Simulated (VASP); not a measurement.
Write the native input for VASP 6.6.1 that does the following.

- Task: single point
- Functional: PBE
- Potentials or basis: VASP PAW PBE potentials, release 64 (Pb_d, As, K_sv)
- Cutoff: 520 eV
- k mesh: 7 × 7 × 7
- Occupations: fermi-dirac, width 0.1 eV
- Spin: no spin polarisation
- Dipole correction: no
- Further INCAR settings: ALGO = Normal; EDIFF = 1e-06; NBANDS = 39

The structure of K4As2Pb lies in POSCAR:

```
K4As2Pb
1.0
    2.9293610000      5.0737980000      0.0000000000
   -2.9293610000      5.0737980000      0.0000000000
   -2.9293610000      1.6912630000      9.3853430000
Pb As K
1 2 4
Direct
    0.0000000000      0.0000000000      0.0000000000
    0.0889300000      0.8221400000      0.2667900000
    0.9110700000      0.1778600000      0.7332100000
    0.3879000000      0.2242000000      0.1637000000
    0.6121000000      0.7758000000      0.8363000000
    0.2083200000      0.5833600000      0.6249600000
    0.7916800000      0.4166400000      0.3750400000
```

One way to write it, as run:

INCAR

```
SYSTEM = K4As2Pb
ALGO = Normal ; EDIFF = 1E-6
ENCUT = 520 ; GGA = PE
ISIF = 2 ; ISMEAR = -1
LASPH = .True. ; LCHARG = .False.
LREAL = .False. ; LWAVE = .False.
NBANDS = 39 ; NELM = 60
PREC = Accurate ; SIGMA = 0.1
```

KPOINTS

```
k-points
0
Gamma
  7 7 7
  0 0 0
```

Potentials or basis: VASP PAW PBE potentials, release 64 (Pb_d, As, K_sv).

Command:

```sh
$ cat potpaw_PBE.64/Pb_d/POTCAR potpaw_PBE.64/As/POTCAR potpaw_PBE.64/K_sv/POTCAR > POTCAR
$ mpirun -np 1 vasp_std > vasp.out
```

Results of the run:

```
Pressure               : 1.9 GPa
Largest force          : 1.657 eV/Å
Band gap on the k mesh : zero (bands 30 and 31 overlap by 0.21 eV)
```

Caveat: the stress differs along the axes, from 0 to 6 GPa; spin-orbit coupling is left out, which moves the levels of the heavy elements; forces of over 1 eV/Å act on the atoms, so gaps and moduli don't describe the material at rest.

Wall time 21 min on 1 thread of Intel Xeon 8259CL, with other jobs on the host, peak memory 0.73 GiB.
